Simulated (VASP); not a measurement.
Write the native input for VASP 6.6.1 that does the following.

```
Task                   : single point
Functional             : r2SCAN
Potentials or basis    : VASP PAW PBE potentials, release 64 (B, N)
Cutoff                 : 520 eV
k mesh                 : 10 × 4 × 6
Occupations            : gaussian, width 0.02 eV
Spin                   : no spin polarisation
Dipole correction      : no
Further INCAR settings : ALGO = Normal; EDIFF = 1e-07; NBANDS = 26
```

BN:

```
CELL_PARAMETERS angstrom
2.38902 0.00000 0.00000
0.00000 6.65144 0.00000
0.00000 0.00000 4.37195
ATOMIC_POSITIONS crystal
B 0.50000 0.00000 0.49803
B 0.50000 0.50000 0.99803
B 0.00000 0.00000 0.99803
B 0.00000 0.50000 0.49803
N 0.50000 0.00000 0.16867
N 0.50000 0.50000 0.66867
N 0.00000 0.00000 0.66867
N 0.00000 0.50000 0.16867
```

This cell differs from its parent crystal: biaxial strain in the a-b plane: -4.5 %, then relaxed in part.

The input as run:

POSCAR

```
BN
1.0
    2.3890246829      0.0000000000      0.0000000000
    0.0000000000      6.6514373853      0.0000000000
    0.0000000000      0.0000000000      4.3719517998
B N
4 4
Direct
    0.5000000000      0.0000000000      0.4980329102
    0.5000000000      0.5000000000     -0.0019670898
    0.0000000000      0.0000000000     -0.0019670898
    0.0000000000      0.5000000000      0.4980329102
    0.5000000000      0.0000000000      0.1686670798
    0.5000000000      0.5000000000      0.6686670798
    0.0000000000      0.0000000000      0.6686670798
    0.0000000000      0.5000000000      0.1686670798
```

INCAR.step1

```
SYSTEM = BN
PREC = Accurate
ENCUT = 520
ISMEAR = 0
SIGMA = 0.02
LREAL = .False.
LASPH = .True.
NELM = 100
NBANDS = 26
GGA = PE
ALGO = Normal
EDIFF = 1E-4
LWAVE = .True.
LCHARG = .False.
```

INCAR.step2

```
SYSTEM = BN
PREC = Accurate
ENCUT = 520
EDIFF = 1E-7
ISMEAR = 0
SIGMA = 0.02
LREAL = .False.
LASPH = .True.
NELM = 100
ALGO = Normal
ISIF = 2
LWAVE = .False.
LCHARG = .True.
METAGGA = R2SCAN
LMIXTAU = .True.
LELF = .True.
LVHAR = .True.
NBANDS = 26
ISTART = 1
```

KPOINTS

```
regular mesh
0
Gamma
  10 4 6
  0 0 0
```

Potentials or basis: VASP PAW PBE potentials, release 64 (B, N).

Run with:

```sh
$ cat potpaw_PBE.64/B/POTCAR potpaw_PBE.64/N/POTCAR > POTCAR
$ cp INCAR.step1 INCAR
$ mpirun -np 1 vasp_std > vasp.out
$ cp INCAR.step2 INCAR
$ mpirun -np 1 vasp_std > vasp.out
```

Results of the run:

```
Pressure               : 15.4 GPa
Largest force          : 0.004 eV/Å
Band gap on the k mesh : 3.78 eV
```

Caveat: the cell differs from its parent crystal (biaxial strain in the a-b plane: -4.5 %, then relaxed in part); the PAW data sets were made with another functional, which shifts forces and pressure a little.

Run time: 3.4 min on 1 thread of Intel(R) Xeon(R) 6975P-C (Granite Rapids) (shared host), peak memory 0.23 GiB.
